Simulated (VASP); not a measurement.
# CoO (Fm-3m) in VASP: further runs

Runs on CoO. Level: PBE. Tasks: single point.

Program: VASP 6.6.1. These are calculated values, not measurements. Logs are shortened: lines on timing, memory, paths and dates and some standing lists are left out, and cuts for length are marked.

## 1. The cell of the first run

It takes space group Fm-3m (No. 225, cubic). Conventional cell: a = 4.249 Å, b = 4.249 Å, c = 4.249 Å, α = 90.00°, β = 90.00°, γ = 90.00°. Within 2.8 Å of Co (site symmetry m-3m) lie 6 O at 2.12 Å. O (site symmetry m-3m) has 6 Co at 2.12 Å within 2.8 Å.

## 2. Single point, PBE

File INCAR:

```
ALGO = Normal
EDIFF = 1E-6
ENCUT = 520
GGA = PE
ISIF = 2
ISMEAR = 0
LASPH = T
LCHARG = F
LREAL = F
LWAVE = F
NBANDS = 14
NELM = 100
PREC = Accurate
SIGMA = 0.05
```

File KPOINTS:

```
k-points
0
Gamma
  14 14 14
```

File POSCAR:

```
CoO
1.0
    0.0000000000      2.1245315500      2.1245315500
    2.1245315500      0.0000000000      2.1245315500
    2.1245315500      2.1245315500      0.0000000000
Co O
1 1
Direct
    0.0000000000      0.0000000000      0.0000000000
    0.5000000000      0.5000000000      0.5000000000
```

Potentials or basis: VASP PAW PBE potentials, release 64 (Co, O).

Launch:

```console
cat potpaw_PBE.64/Co/POTCAR potpaw_PBE.64/O/POTCAR > POTCAR
mpirun -np 1 vasp_std > vasp.out
```

OUTCAR:

```text
EDIFF = 1E-6
   ENCUT = 520
   GGA = PE
   ISIF = 2
   ISMEAR = 0
   LASPH = T
   LREAL = F
   NELM = 100
   PREC = Accurate

 ion  position               nearest neighbor table
   1  0.000  0.000  0.000-   2 2.12   2 2.12   2 2.12   2 2.12   2 2.12   2 2.12
   2  0.500  0.500  0.500-   1 2.12   1 2.12   1 2.12   1 2.12   1 2.12   1 2.12

  LATTYP: Found a face centered cubic cell.
 ALAT       =     4.2490631000

  Lattice vectors:

 A1 = (   0.0000000000,   2.1245315500,   2.1245315500)
 A2 = (   2.1245315500,   0.0000000000,   2.1245315500)
 A3 = (   2.1245315500,   2.1245315500,   0.0000000000)

Analysis of symmetry for initial positions (statically):
=====================================================================
 Subroutine PRICEL returns:
 Original cell was already a primitive cell.

 Routine SETGRP: Setting up the symmetry group for a
 face centered cubic supercell.

 Subroutine GETGRP returns: Found 48 space group operations
 (whereof 48 operations were pure point group operations)
 out of a pool of 48 trial point group operations.

The static configuration has the point symmetry O_h .

Analysis of symmetry for dynamics (positions and initial velocities):
=====================================================================
 Subroutine PRICEL returns:
 Original cell was already a primitive cell.

 Routine SETGRP: Setting up the symmetry group for a
 face centered cubic supercell.

 Subroutine GETGRP returns: Found 48 space group operations
 (whereof 48 operations were pure point group operations)
 out of a pool of 48 trial point group operations.

The dynamic configuration has the point symmetry O_h .

 Subroutine INISYM returns: Found 48 space group operations
 (whereof 48 operations are pure point group operations),
 and found     1 'primitive' translations

----------------------------------------------------------------------------------------

                                     Primitive cell

  volume of cell :      19.1787

  direct lattice vectors                    reciprocal lattice vectors
     0.000000000  2.124531550  2.124531550    -0.235345999  0.235345999  0.235345999
     2.124531550  0.000000000  2.124531550     0.235345999 -0.235345999  0.235345999
     2.124531550  2.124531550  0.000000000     0.235345999  0.235345999 -0.235345999

  length of vectors
     3.004541332  3.004541332  3.004541332     0.407631228  0.407631228  0.407631228

  position of ions in fractional coordinates (direct lattice)
     0.000000000  0.000000000  0.000000000
     0.500000000  0.500000000  0.500000000

  ion indices of the primitive-cell ions
   primitive index   ion index
                 1           1
                 2           2

----------------------------------------------------------------------------------------

 KPOINTS: k-points

Automatic generation of k-mesh.
 Grid dimensions read from file:
 generate k-points for:   14   14   14

 Generating k-lattice:

  Cartesian coordinates                     Fractional coordinates (reciprocal lattice)
    -0.016810428  0.016810428  0.016810428     0.071428571  0.000000000  0.000000000
     0.016810428 -0.016810428  0.016810428     0.000000000  0.071428571  0.000000000
     0.016810428  0.016810428 -0.016810428     0.000000000  0.000000000  0.071428571

  Length of vectors
     0.029116516  0.029116516  0.029116516

  Shift w.r.t. Gamma in fractional coordinates (k-lattice)
     0.000000000  0.000000000  0.000000000

 Subroutine IBZKPT returns following result:
 ===========================================

 Found    104 irreducible k-points:

 Following reciprocal coordinates:
            Coordinates               Weight
  0.000000  0.000000  0.000000      1.000000
  0.071429  0.000000  0.000000      8.000000
  0.142857  0.000000  0.000000      8.000000
  0.214286  0.000000  0.000000      8.000000
  0.285714  0.000000  0.000000      8.000000
  0.357143  0.000000  0.000000      8.000000
[... 16 lines left out ...]
  0.214286  0.142857  0.000000     24.000000
  0.285714  0.142857  0.000000     24.000000
 [... further k-points ...]
   k-points           NKPTS =    104   k-points in BZ     NKDIM =    104   number of bands    NBANDS=     14
   number of dos      NEDOS =    301   number of ions     NIONS =      2
   total plane-waves  NPLWV =  13824
   dimension x,y,z NGX =    24 NGY =   24 NGZ =   24
   dimension x,y,z NGXF=    48 NGYF=   48 NGZF=   48
   ions per type =               1   1
   NGX,Y,Z   is equivalent  to a cutoff of  13.28, 13.28, 13.28 a.u.
   NGXF,Y,Z  is equivalent  to a cutoff of  26.56, 26.56, 26.56 a.u.
 SYSTEM =  unknown system
   PREC   = accura    normal or accurate (medium, high low for compatibility)
   ISTART =      0    job   : 0-new  1-cont  2-samecut
   ICHARG =      2    charge: 1-file 2-atom 10-const
   ISPIN  =      1    spin polarized calculation?
   LNONCOLLINEAR =      F non collinear calculations
   LSORBIT =      F    spin-orbit coupling
   LASPH  =      T    aspherical Exc in radial PAW
   ENCUT  =  520.0 eV  38.22 Ry    6.18 a.u.   5.59  5.59  5.59*2*pi/ulx,y,z
   NELM   =    100;   NELMIN=  2; NELMDL= -5     # of ELM steps
   EDIFF  = 0.1E-05   stopping-criterion for ELM
   LREAL  =      F    real-space projection
   EDIFFG = 0.1E-04   stopping-criterion for IOM
   NSW    =      0    number of steps for IOM
   IBRION =     -1    ionic relax: 0-MD 1-quasi-New 2-CG
   NFREE  =      0    steps in history (QN), initial steepest desc. (CG)
   ISIF   =      2    stress and relaxation
   ISYM   =      2    0-nonsym 1-usesym 2-fastsym
   POTIM  = 0.5000    time-step for ionic-motion
   TEBEG  =    0.0;   TEEND  =   0.0 temperature during run
   PSTRESS=    0.0 pullay stress
   NELECT =      15.0000    total number of electrons
   NUPDOWN=      -1.0000    fix difference up-down
   EMIN   =  10.00;   EMAX   =-10.00  energy-range for DOS
   EFERMI =   0.00;   METHOD = LEGACY
   ISMEAR =     0;   SIGMA  =   0.05  broadening in eV -4-tet -1-fermi 0-gaus
   EFERMI_NEDOS =   21; number of points for ismear=-14 and -15
   IALGO  =     38    algorithm
   IMIX   =      4    mixing-type and parameters
     AMIX     =   0.40;   BMIX     =  1.00
     AMIX_MAG =   1.60;   BMIX_MAG =  1.00
  volume/ion in A,a.u.               =       9.59        64.71
  Fermi-wavevector in a.u.,A,eV,Ry     =   1.508338  2.850346 30.954399  2.275084
  Thomas-Fermi vector in A             =   2.618806
   LORBIT       =      0    0 simple, 1 ext, 2 COOP (PROOUT), +10 PAW based schemes
   GGA     = PE    functional components
   LHFCALC =     F    Hartree Fock is set to
   AEXX    =    0.0000 exact exchange contribution
   IVDW    =     0    specifies the selected vdW correction
   LEPSILON=     F    determine dielectric tensor
   LRPA    =     F    only Hartree local field effects (RPA)
 non-spin polarized calculation
 Gauss-broadening in eV      SIGMA  =   0.05
  energy-cutoff  :      520.00
  volume of cell :       19.18
 maximum number of plane-waves:       533
   NGX = 11   NGY = 11   NGZ = 11

 number of electron      15.0000006 magnetization

 Free energy of the ion-electron system (eV)
  ---------------------------------------------------
  ext. energy  EPLUGINS =         0.00000000
  ---------------------------------------------------
  free energy    TOTEN  =       -12.59662137 eV

  energy without entropy =      -12.59317496  energy(sigma->0) =      -12.59489816

 E-fermi :   7.8288     XC(G=0): -12.4619

 val. band max:        7.8191793573   @ k =   0.2143   0.2143   0.0000
 cond. band min:       7.8293352784   @ k =  -0.2857   0.2857   0.0000
 fundamental gap:      0.0101559210
 Fermi energy:         7.8288096747

 k-point     1 :       0.0000    0.0000    0.0000
  band No.  band energies     occupation
      1     -12.5602      2.00000
      2       4.4791      2.00000
      3       4.4791      2.00000
      4       4.4791      2.00000
      5       6.4446      2.00000
      6       6.4446      2.00000
      7       6.4447      2.00000
      8       6.8196      2.00000
      9       6.8196      2.00000
     10       9.1913      0.00000
     11      24.9147      0.00000
     12      26.5518      0.00000
     13      26.5518      0.00000
     14      26.5518      0.00000

 k-point     2 :       0.0714    0.0000    0.0000
  band No.  band energies     occupation
      1     -12.5089      2.00000
      2       4.0802      2.00000
      3       4.2881      2.00000
      4       4.2881      2.00000
      5       6.4994      2.00000
      6       6.4994      2.00000
      7       6.5345      2.00000
      8       7.0206      2.00000
      9       7.0206      2.00000
     10       9.5334      0.00000
     11      23.9144      0.00000
     12      26.3862      0.00000
     13      26.3862      0.00000
     14      27.0323      0.00000

 k-point     3 :       0.1429    0.0000    0.0000
  band No.  band energies     occupation
      1     -12.3617      2.00000
      2       3.2020      2.00000
      3       3.8700      2.00000
      4       3.8700      2.00000
      5       6.6238      2.00000
      6       6.6238      2.00000
      7       6.6947      2.00000
      8       7.4989      2.00000
      9       7.4990      2.00000
     10      10.3513      0.00000
     11      22.2638      0.00000
     12      25.7380      0.00000
     13      25.7380      0.00000
     14      27.4745      0.00000
[... 324 lines left out ...]
 k-point    23 :       0.2143    0.1429    0.0000
  band No.  band energies     occupation
      1     -12.1490      2.00000
      2       2.1763      2.00000
      3       3.7054      2.00000
      4       3.7850      2.00000
      5       6.2302      2.00000
      6       6.9578      2.00000
      7       7.1373      2.00000
      8       7.2870      2.00000
      9       7.8679      0.26936
     10      11.7034      0.00000
     11      21.6805      0.00000
     12      23.4564      0.00000
     13      24.5184      0.00000
     14      25.4197      0.00000

 k-point    24 :       0.2857    0.1429    0.0000
  band No.  band energies     occupation
      1     -11.9370      2.00000
      2       1.5783      2.00000
      3       3.2010      2.00000
      4       3.4260      2.00000
      5       6.3573      2.00000
      6       7.1089      2.00000
      7       7.2878      2.00000
      8       7.7013      1.99969
      9       8.2988      0.00000
     10      12.5465      0.00000
     11      20.2589      0.00000
     12      22.2803      0.00000
     13      23.8983      0.00000
     14      26.1964      0.00000

 [... further k-points ...]
[... 5 lines left out ...]
  --------------------------------------------------------------------------------------
  -------------------------------------------------------------------------------------
  Total       -2.2570862     -2.2570862     -2.2570862     -0.0000000     -0.0000000     -0.0000000
  in kB     -188.5554906   -188.5554906   -188.5554906     -0.0000000     -0.0000000     -0.0000000
  external PRESSURE =    -188.5554906 kB  Pullay stress =       0.0000000 kB

 VOLUME and BASIS-vectors are now :
 -----------------------------------------------------------------------------
  energy-cutoff  :      520.00
  volume of cell :       19.18
      direct lattice vectors                 reciprocal lattice vectors
     0.000000000  2.124531550  2.124531550    -0.235345999  0.235345999  0.235345999
     2.124531550  0.000000000  2.124531550     0.235345999 -0.235345999  0.235345999
     2.124531550  2.124531550  0.000000000     0.235345999  0.235345999 -0.235345999

 POSITION                                       TOTAL-FORCE (eV/Angst)
 -----------------------------------------------------------------------------------
      0.00000      0.00000      0.00000         0.000000      0.000000      0.000000
      2.12453      2.12453      2.12453        -0.000000     -0.000000     -0.000000
 -----------------------------------------------------------------------------------
    total drift:                                0.000000     -0.000000     -0.000000

  FREE ENERGIE OF THE ION-ELECTRON SYSTEM (eV)
  ---------------------------------------------------
  free  energy   TOTEN  =       -12.5966213665 eV

  energy  without entropy=      -12.5931749623  energy(sigma->0) =      -12.59489816
```

Run time: 16 s. Hardware: 1 thread of Intel Xeon Platinum 8559C (Emerald Rapids), shared host; peak memory 0.16 GiB.

Results:

```
Free energy : -12.5966 eV
Pressure    : -18.9 GPa
```

Caveat: an odd number of electrons without spin polarisation forces a metal; a magnetic or distorted state may lie lower; the run has no spin polarisation, though such a crystal can be magnetic; semilocal functionals often make such compounds metallic where correlation or magnetic order opens a gap, which also shifts bond lengths.

[end of part 1 of 3]
